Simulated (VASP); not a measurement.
# Nb (Fm-3m) in VASP: a series of runs, part 2 of 2

VASP 6.6.1. The steps go on from the part before.

## 3. Relaxation of cell and atoms, PBE, target pressure 30 GPa, at which the enthalpy is minimised

The input, INCAR:

```
ALGO     = Normal         # electronic algorithm
EDIFF    = 1E-6           # SCF threshold, eV
EDIFFG   = -0.03          # ionic threshold
ENCUT    = 600            # plane-wave cutoff, eV
GGA      = PE             # functional
IBRION   = 2              # ionic algorithm
ISIF     = 3              # what is computed and relaxed
ISMEAR   = -1             # smearing method
LASPH    = True           # aspherical terms in the spheres
LCHARG   = False          # write CHGCAR
LREAL    = False          # projectors in reciprocal space
LWAVE    = False          # write WAVECAR
NELM     = 60             # most SCF steps
NSW      = 80             # ionic steps
PREC     = Accurate       # precision mode
PSTRESS  = 300.0        
SIGMA    = 0.1            # smearing width, eV
```

The input, KPOINTS:

```
k-points
0
Gamma
  19 19 19
```

The input, POSCAR:

```
Nb
1.0
    0.0000000000      2.1150000000      2.1150000000
    2.1150000000      0.0000000000      2.1150000000
    2.1150000000      2.1150000000      0.0000000000
Nb
1
Direct
    0.0000000000      0.0000000000      0.0000000000
```

Potentials or basis: VASP PAW PBE potentials, release 64 (Nb_sv).

The run is started by

```
$ cat potpaw_PBE.64/Nb_sv/POTCAR > POTCAR
$ mpirun -np 1 vasp_std > vasp.out
```

Run time: 3.4 min. Hardware: 1 thread of Intel Xeon 8259CL, shared host; peak memory 0.19 GiB.

Results (log left out):

```
Free energy                                                : -9.7095 eV
Relaxed volume                                             : 16.26 Å³/atom
Relaxed cell                                               : a = 2.843 Å, b = 2.843 Å, c = 2.843 Å, α = 60.00°, β = 60.00°, γ = 60.00°
Space group after relaxing (to 0.1 Å)                      : Fm-3m (No. 225)
Energy change on relaxing (the run minimises the enthalpy) : +208.3 meV/atom
Ionic steps                                                : 5
Pressure after relaxing                                    : 30.0 GPa
Band gap on the k mesh                                     : zero (an odd number of electrons rules out a gap without spin polarisation)
```

Step by step:
```csv
step,energy change (eV),largest force (eV/Å),pressure (GPa),volume (Å³)
1,0.0000,0.0000,-1.53,18.92
2,4.3428,0.0000,260.11,10.45
3,0.1369,0.0000,23.47,16.68
4,0.1870,0.0000,28.15,16.37
5,0.2083,0.0000,30.03,16.26
```

Final structure:
```xyz
1
Lattice="0.0000 2.0106 2.0106 2.0106 0.0000 2.0106 2.0106 2.0106 0.0000" Properties=species:S:1:pos:R:3 pbc="T T T"
Nb    0.0000    0.0000    0.0000
```

Levels at points of the mesh, in eV from the Fermi level:
```csv
k point,band 4,band 5,band 6,band 7,band 8,band 9
"(0.00, 0.00, 0.00)",-29.74,-6.53,-0.03,-0.03,-0.03,3.13
```

Caveat: the cell is relaxed towards a set pressure, so the run minimises the enthalpy, not the energy.

## 4. Relaxation of cell and atoms, PBE, target pressure 45 GPa, at which the enthalpy is minimised

The input, INCAR:

```
PREC     = Accurate       # precision mode
ENCUT    = 600            # plane-wave cutoff, eV
EDIFF    = 1E-6           # SCF threshold, eV
ISMEAR   = -1             # smearing method
SIGMA    = 0.1            # smearing width, eV
LREAL    = F              # projectors in reciprocal space
LASPH    = T              # aspherical terms in the spheres
NELM     = 80             # most SCF steps
ALGO     = Normal         # electronic algorithm
ISIF     = 3              # what is computed and relaxed
LWAVE    = F              # write WAVECAR
LCHARG   = F              # write CHGCAR
GGA      = PE             # functional
IBRION   = 2              # ionic algorithm
NSW      = 80             # ionic steps
EDIFFG   = -0.03          # ionic threshold
PSTRESS  = 450.0
```

The input, KPOINTS:

```
regular mesh
0
Gamma
  19 19 19
```

POSCAR is that of step 3.

Potentials or basis: VASP PAW PBE potentials, release 64 (Nb_sv).

The run is started by

```
$ cat potpaw_PBE.64/Nb_sv/POTCAR > POTCAR
$ mpirun -np 1 vasp_std > vasp.out
```

OUTCAR:

```text
PREC = Accurate
   ENCUT = 600
   EDIFF = 1E-6
   ISMEAR = -1
   LREAL = F
   LASPH = T
   NELM = 80
   ISIF = 3
   GGA = PE
   IBRION = 2
   NSW = 80
   EDIFFG = -0.03
   PSTRESS = 450.0

 ion  position               nearest neighbor table
   1  0.000  0.000  0.000-

  LATTYP: Found a face centered cubic cell.
 ALAT       =     4.2300000000

  Lattice vectors:

 A1 = (   0.0000000000,   2.1150000000,   2.1150000000)
 A2 = (   2.1150000000,   0.0000000000,   2.1150000000)
 A3 = (   2.1150000000,   2.1150000000,   0.0000000000)

Analysis of symmetry for initial positions (statically):
=====================================================================
 Subroutine PRICEL returns:
 Original cell was already a primitive cell.

 Routine SETGRP: Setting up the symmetry group for a
 face centered cubic supercell.
[... 327 lines left out ...]
 fundamental gap:      0.0051697277
 Fermi energy:        13.9511901442

 k-point     1 :       0.0000    0.0000    0.0000
  band No.  band energies     occupation
      1     -40.7464      2.00000
      2     -15.6222      2.00000
      3     -15.6222      2.00000
      4     -15.6222      2.00000
      5       7.3458      2.00000
      6      13.8479      1.47512
      7      13.8479      1.47512
      8      13.8479      1.47512
      9      17.2415      0.00000
     10      17.2415      0.00000
[... 287 lines left out ...]
 k-point    24 :      -0.2632    0.0526    0.0000
  band No.  band energies     occupation
      1     -40.4913      2.00000
      2     -16.9671      2.00000
      3     -15.8580      2.00000
      4     -15.7636      2.00000
      5       9.5800      2.00000
      6      13.2367      1.99842
      7      14.1446      0.25255
      8      14.2814      0.07101
      9      17.0732      0.00000
     10      18.2163      0.00000

 [... further k-points ...]

------------------------ aborting loop because EDIFF is reached ----------------------------------------

  FORCE on cell =-STRESS in cart. coord.  units (eV):
  Direction    XX          YY          ZZ          XY          YZ          ZX
  --------------------------------------------------------------------------------------
  -------------------------------------------------------------------------------------
  Total        4.3386712      4.3386712      4.3386712      0.0000000      0.0000000      0.0000000
  in kB      450.8469227    450.8469227    450.8469227      0.0000000      0.0000000      0.0000000
  external PRESSURE =       0.8469227 kB  Pullay stress =     450.0000000 kB
[... 20 lines left out ...]
  energy  without entropy=       -9.4693316297  energy(sigma->0) =       -9.49192495

  enthalpy is  TOTEN    =        -5.1839973439 eV   P V=        4.3305209319

 reached required accuracy - stopping structural energy minimisation
```

Run time: 4.5 min. Hardware: 1 thread of Intel Xeon 8259CL, shared host; peak memory 0.2 GiB.

What came out:

* Free energy: -9.5145 eV
* Relaxed volume: 15.42 Å³/atom
* Relaxed cell: a = 2.794 Å, b = 2.794 Å, c = 2.794 Å, α = 60.00°, β = 60.00°, γ = 60.00°
* Space group after relaxing (to 0.1 Å): Fm-3m (No. 225)
* Energy change on relaxing (the run minimises the enthalpy): +403.2 meV/atom
* Ionic steps: 5
* Pressure after relaxing: 45.1 GPa
* Band gap on the k mesh: zero (an odd number of electrons rules out a gap without spin polarisation)

Step by step:
```tsv
step	energy change (eV)	largest force (eV/Å)	pressure (GPa)	volume (Å³)
1	0.0000	0.0000	-1.53	18.92
2	12.6978	0.0000	762.76	7.51
3	0.2210	0.0000	31.12	16.19
4	0.3156	0.0000	38.67	15.75
5	0.4032	0.0000	45.08	15.42
```

Final structure:
```xyz
1
Lattice="0.0000 1.9755 1.9755 1.9755 0.0000 1.9755 1.9755 1.9755 0.0000" Properties=species:S:1:pos:R:3 pbc="T T T"
Nb    0.0000    0.0000    0.0000
```

Levels at points of the mesh, in eV from the Fermi level:
| k point | band 3 | band 4 | band 5 | band 6 | band 7 | band 8 | band 9 | band 10 |
| --- | --- | --- | --- | --- | --- | --- | --- | --- |
| (0.00, 0.00, 0.00) | -29.57 | -29.57 | -6.61 | -0.10 | -0.10 | -0.10 | 3.29 | 3.29 |

Caveat: the cell is relaxed towards a set pressure, so the run minimises the enthalpy, not the energy; the volume moved by over 15 % at a fixed basis, so the end points are rough.

## 5. Summary

| cell | gap on the mesh (eV) | pressure (GPa) |
| --- | --- | --- |
| relaxed to 15 GPa | none | 14.8 |
| relaxed to 30 GPa | none | 30.0 |
| relaxed to 45 GPa | none | 45.1 |

Alike in all rows: task relaxation of cell and atoms; level PBE; potentials or basis VASP PAW PBE potentials, release 64 (Nb_sv); no spin polarisation; k mesh 19 × 19 × 19; cutoff (eV) 600; smearing fermi-dirac 0.1 eV.

Caveats: the cell is relaxed towards a set pressure, so the run minimises the enthalpy, not the energy; the volume moved by over 15 % at a fixed basis, so the end points are rough (at least some runs).

Absolute energies hang on the potentials; compare differences alone.
